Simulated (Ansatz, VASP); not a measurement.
Cs2CrTe6: VASP beside Ansatz

File INCAR:

```
PREC     = Accurate       # precision mode
ENCUT    = 520            # plane-wave cutoff, eV
EDIFF    = 1E-6           # SCF threshold, eV
ISMEAR   = 0              # smearing method
SIGMA    = 0.2395         # smearing width, eV
LREAL    = F              # projectors in reciprocal space
LASPH    = T              # aspherical terms in the spheres
NELM     = 150            # most SCF steps
ALGO     = Normal         # electronic algorithm
ISIF     = 2              # what is computed and relaxed
LWAVE    = F              # write WAVECAR
LCHARG   = F              # write CHGCAR
ISPIN    = 2              # spin polarisation
MAGMOM   = 0.06 0.06 0.06 0.06 0.06 0.06 1.96 0.06 0.06 # initial moments
LORBIT   = 11             # projections on sites
LMAXMIX  = 4              # l up to which the mixer works
GGA      = PE             # functional
NBANDS   = 47             # bands
```

KPOINTS

```
regular mesh
0
Gamma
  3 3 3
```

The input POSCAR:

```
Cs2CrTe6
1.0
    0.0000000000      5.5395500000      5.5395500000
    5.5395500000      0.0000000000      5.5395500000
    5.5395500000      5.5395500000      0.0000000000
Te Cr Cs
6 1 2
Direct
    0.8080000000      0.1920000000      0.1920000000
    0.1920000000      0.8080000000      0.1920000000
    0.1920000000      0.8080000000      0.8080000000
    0.8080000000      0.1920000000      0.8080000000
    0.1920000000      0.1920000000      0.8080000000
    0.8080000000      0.8080000000      0.1920000000
    0.0000000000      0.0000000000      0.0000000000
    0.2500000000      0.2500000000      0.2500000000
    0.7500000000      0.7500000000      0.7500000000
```

Input for Ansatz:

```yaml
crystal:
  lattice:
    - [0.0, 5.53955, 5.53955]
    - [5.53955, 0.0, 5.53955]
    - [5.53955, 5.53955, 0.0]
  atoms:
    - { symbol: Te, position: [0.808, 0.192, 0.192] }
    - { symbol: Te, position: [0.192, 0.808, 0.192] }
    - { symbol: Te, position: [0.192, 0.808, 0.808] }
    - { symbol: Te, position: [0.808, 0.192, 0.808] }
    - { symbol: Te, position: [0.192, 0.192, 0.808] }
    - { symbol: Te, position: [0.808, 0.808, 0.192] }
    - { symbol: Cr, position: [0.0, 0.0, 0.0] }
    - { symbol: Cs, position: [0.25, 0.25, 0.25] }
    - { symbol: Cs, position: [0.75, 0.75, 0.75] }
  symmetry: { tolerance: 0.0003 }
kpoints:
  mp_grid: { grid: [3, 3, 3], shift: [0, 0, 0] }
magnetization:
  spin_polarized: true
scf:
  occupations: { method: gaussian, width: 0.2395 }
  algorithm: direct_min
hamiltonian:
  pseudopotentials: { kind: paw }
  xc: pbe
basis:
  ecutwfc: 420
output:
  forces: true
  stress: true
  eigenvalues: true
  write_density: true
  write_potential: true
  elf: true
  volumetric_format: npy
```

Alike in both runs: task single point; functional PBE; k mesh 3 × 3 × 3; occupations gaussian, width 0.2395 eV; collinear spin.

|  | VASP | Ansatz |
| --- | --- | --- |
| version | VASP 6.6.1 | Ansatz 0.2.0 |
| potentials or method | VASP PAW PBE potentials, release 64 (Te, Cr_pv, Cs_sv), cutoff 520 eV | PAW plane waves |
| valence electrons in the cell | 66 | 128 |

Ansatz gave:

| Quantity | Value |
| --- | --- |
| gap on the k mesh at the Fermi level (eV) | none |
| pressure (GPa) | 22.9 |
| rms of the force components (eV/Å) | 5.102 |
| net moment per atom (μB) | 0.45 |
| size of the moment on the site where the two differ most (μB) | 1.78 |

Which values does VASP return?

gap on the k mesh at the Fermi level (eV): none; pressure (GPa): 22.8; rms of the force components (eV/Å): 5.066; net moment per atom (μB): 0.45; size of the moment on the site where the two differ most (μB): 2.13.

Site moments also hang on the region over which each program counts them. Atom by atom the forces differ by 0.035 eV/Å (rms over components). A gap of «none» marks a metal or a gap that the smearing closes. VASP's potentials hold 66 valence electrons a cell and Ansatz's 128, so a difference there can come from the potentials and not from the codes. Ansatz's warnings: no starting moments.

Neither program's run includes spin-orbit coupling.
